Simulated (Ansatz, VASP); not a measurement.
# MgO in VASP and in Ansatz

Contents of INCAR:

```
PREC = Accurate ; ENCUT = 520
EDIFF = 1E-7 ; ISMEAR = 0
SIGMA = 0.05 ; LREAL = False
LASPH = True ; NELM = 80
ALGO = Normal ; ISIF = 2
LWAVE = False ; LCHARG = False
GGA = PE ; NBANDS = 16
```

The input KPOINTS:

```
regular mesh
0
Gamma
  9 9 6
```

The input POSCAR:

```
MgO
1.0
    3.6353814858      0.0000000000      0.0000000000
   -1.8176907429      3.1483327191      0.0000000000
    0.0000000000      0.0000000000      4.1047092356
Mg O
2 2
Direct
    0.6666666667      0.3333333333      0.7500000000
    0.3333333333      0.6666666667      0.2500000000
    0.6666666667      0.3333333333      0.2500000000
    0.3333333333      0.6666666667      0.7500000000
```

Input for Ansatz:

```yaml
crystal:
  lattice:
    - [3.6353814858, 0.0, 0.0]
    - [-1.8176907429, 3.1483327191, 0.0]
    - [0.0, 0.0, 4.1047092356]
  atoms:
    - { symbol: Mg, position: [0.6666666667, 0.3333333333, 0.75] }
    - { symbol: Mg, position: [0.3333333333, 0.6666666667, 0.25] }
    - { symbol: O, position: [0.6666666667, 0.3333333333, 0.25] }
    - { symbol: O, position: [0.3333333333, 0.6666666667, 0.75] }
basis:
  ecutwfc: 520.0
kpoints:
  mp_grid: { grid: [9, 9, 6] }
hamiltonian:
  xc: pbe
  pseudopotentials: { kind: paw, azcp: { folder: soft_1 } }
scf:
  occupations: { method: gaussian, width: 0.05 }
output:
  forces: true
  stress: true
  eigenvalues: true
```

Alike in both runs: task single point; functional PBE; k mesh 9 × 9 × 6; occupations gaussian, width 0.05 eV; no spin polarisation.

```csv
,VASP,Ansatz
version,VASP 6.6.1,Ansatz 0.2.0
potentials or method,"VASP PAW PBE potentials, release 64 (Mg, O), cutoff 520 eV","scalar-relativistic, plane waves, PAW"
valence electrons in the cell,16,32
```

```tsv
	VASP	Ansatz	Ansatz less VASP
gap on the k mesh at the Fermi level (eV)	3.21	3.23	+0.019
least direct gap on the mesh (eV)	3.21	3.23	+0.019
pressure (GPa)	-3.0	-2.4	+0.57
traceless stress, the component that is largest in VASP (GPa)	6.04	6.10	+0.061
```

The functional is the same, so the differences come from potentials, cutoffs and numerics. VASP's potentials hold 16 valence electrons a cell and Ansatz's 32, so a difference there can come from the potentials and not from the codes.
